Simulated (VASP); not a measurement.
Ir:

```
Ir
1.0
     2.75832    0.00000    0.00000
    -1.37916    2.38878    0.00000
     0.00000    0.00000    4.47230
Ir
2
Direct
  0.66667 0.33333 0.75000
  0.33333 0.66667 0.25000
```

This isn't the form of Ir at room conditions, which is fcc.

Base run:

| Property | Result |
| --- | --- |
| Program | VASP 6.6.1 |
| Functional | LDA |
| Potentials or basis | VASP PAW LDA potentials, release 64 (Ir) |
| Cutoff | 520 eV |
| k mesh | 21 × 21 × 12 |
| Occupations | gaussian, width 0.15 eV |
| Spin | collinear spin |
| Starting moments | [0.8, 0.8] μB |
| Fixed moment | 1.6 μB |

Its results: pressure -13.2 GPa; site moments Ir +0.78 μB.

Question: The run is repeated on the same cell with these changes: fixed moment from 1.6 μB to 0.6 μB; moments at the start from [0.8, 0.8] to [0.3, 0.3]. What comes out?

Answer: Pressure -17.4 GPa; site moments Ir +0.29 μB.

Caveats: the cell stands under tension; the total moment is fixed, so each spin has its own Fermi level.
